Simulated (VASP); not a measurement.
**AgO: single point with LDA**

The system is AgO.

```
Ag O
1.0
     3.40543    0.00000    0.00000
     1.70271    2.94919    0.00000
     1.70271    0.98306    2.78052
Ag O
1 1
Cartesian
  0.0000 0.0000 0.0000
  1.7027 0.9831 0.6951
```

- Program: VASP 6.6.1
- Task: single point
- Functional: LDA
- Potentials or basis: VASP PAW LDA potentials, release 64 (Ag, O)
- Cutoff: 520 eV
- k mesh: 3 × 3 × 3
- Occupations: fermi-dirac, width 0.05 eV
- Spin: no spin polarisation

| Property | Result |
| --- | --- |
| Pressure | 6.1 GPa |

Levels at points of the mesh, in eV from the Fermi level:
| k point | band 4 | band 5 | band 6 | band 7 | band 8 | band 9 | band 10 | band 11 | band 12 | band 13 |
| --- | --- | --- | --- | --- | --- | --- | --- | --- | --- | --- |
| (0.00, 0.00, 0.00) | -6.32 | -3.48 | -3.48 | -0.04 | 0.69 | 0.69 | 0.69 | 13.73 | 13.73 | 13.73 |

Wall time 3.7 s on 1 thread of Intel(R) Xeon(R) Platinum 8559C (Emerald Rapids) (shared host), peak memory 0.14 GiB.

Caveat: the k points lie up to 0.75 Å⁻¹ apart; an odd number of electrons without spin polarisation forces a metal; a magnetic or distorted state may lie lower.
